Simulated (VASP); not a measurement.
Input of a VASP 6.6.1 run:

INCAR

```
  PREC = Accurate
  ENCUT = 600
  EDIFF = 1E-6
  ISMEAR = 0
  SIGMA = 0.1
  LREAL = F
  LASPH = T
  NELM = 120
  ALGO = Normal
  ISIF = 2
  LWAVE = F
  LCHARG = F
  GGA = PE
  NBANDS = 25
  GGA_COMPAT = F
```

Contents of KPOINTS:

```
Automatic mesh
0
Gamma
  6 6 4
```

The input POSCAR:

```
Ca2SiN2
1.0
    4.1881719400      0.0000000000      0.0000000000
   -2.0940859700      3.6270633000      0.0000000000
    0.0000000000      0.0000000000      5.3839851400
Ca Si N
2 1 2
Direct
    0.3333333300      0.6666666700      0.0000000000
    0.6666666700      0.3333333300      0.0000000000
    0.0000000000      0.0000000000      0.0000000000
    0.0000000000      0.0000000000      0.6489046900
    0.0000000000      0.0000000000      0.3510953100
```

Potentials or basis: VASP PAW PBE potentials, release 64 (Ca_sv, Si, N).

Launch:

```console
$ cat potpaw_PBE.64/Ca_sv/POTCAR potpaw_PBE.64/Si/POTCAR potpaw_PBE.64/N/POTCAR > POTCAR
$ mpirun -np 1 vasp_std > vasp.out
```

Task: Predict the pressure.

Result: 26.0 GPa.

Task: Estimate the band gap on the k mesh.

Result: Zero (bands 17 and 18 overlap by 2.09 eV).

Task: Estimate the largest force.

Result: 2.892 eV/Å.

Forces in eV/Å, atoms in the order of the input:
```
Ca   0.000  0.000  0.000
Ca   0.000  0.000  0.000
Si   0.000  0.000  0.000
N    0.000  0.000 -2.892
N    0.000  0.000  2.892
```

Caveat: the cell stands under pressure; forces of over 1 eV/Å act on the atoms, so gaps and moduli don't describe the material at rest.
